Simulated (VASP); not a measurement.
# Mo: electric field gradients with PBE

Crystal: Mo.

```
Mo
1.0
    -1.58671    1.58671    1.57100
     1.58671   -1.58671    1.57100
     1.55529    1.55529   -1.57100
Mo
1
Direct
  0.00000 0.00000 0.00000
```

This cell differs from its parent crystal: xy shear strain of -2 %.

```yaml
Program: VASP 6.6.1
Task: electric field gradients
Functional: PBE
Potentials_or_basis: VASP PAW PBE potentials, release 64 (Mo_sv)
Cutoff: 520 eV
k_mesh: 16 × 16 × 16
Occupations: fermi-dirac, width 0.05 eV
Spin: no spin polarisation
Dipole_correction: no
Further_INCAR_settings: ALGO = Normal; EDIFF = 1e-08; NBANDS = 13
```

The pressure is 5.3 GPa. The band gap on the k mesh is zero (bands 7 and 8 overlap by 5.17 eV). The largest electric field gradient by atom is Mo +2.5 V/Å².

Stress tensor (GPa, compression positive):
```
5.25 2.26 0.00
2.26 5.25 0.00
0.00 0.00 5.33
```

Levels at points of the mesh, in eV from the Fermi level:
```tsv
k point	band 4	band 5	band 6	band 7	band 8	band 9	band 10	band 11
(0.00, 0.00, 0.00)	-34.50	-7.27	-1.54	-1.39	-1.22	1.68	1.69	14.66
(0.50, 0.00, 0.00)	-34.54	-5.37	-3.44	1.65	1.71	2.34	4.80	11.77
(0.50, 0.50, 0.00)	-34.52	-5.36	-3.50	1.49	1.81	2.48	4.69	11.53
(0.00, 0.00, 0.50)	-34.56	-5.39	-3.39	1.61	1.82	2.21	4.92	11.83
(0.50, 0.50, 0.50)	-35.47	-5.51	-5.50	3.84	4.02	4.21	9.00	9.12
```

Electric field gradients, principal values (V/Å²):
```
atom   least  middle  greatest (by size)
1 Mo  -0.290  -2.216               2.505
```

Wall time 50 s on 1 thread of Intel(R) Xeon(R) 6975P-C (Granite Rapids), on a shared host, peak memory 0.21 GiB.

Caveat: the cell differs from its parent crystal (xy shear strain of -2 %); the cell stands under pressure; without QUAD_EFG the Cq values of the log hold for a quadrupole moment of 1 mb, not for the nuclei.
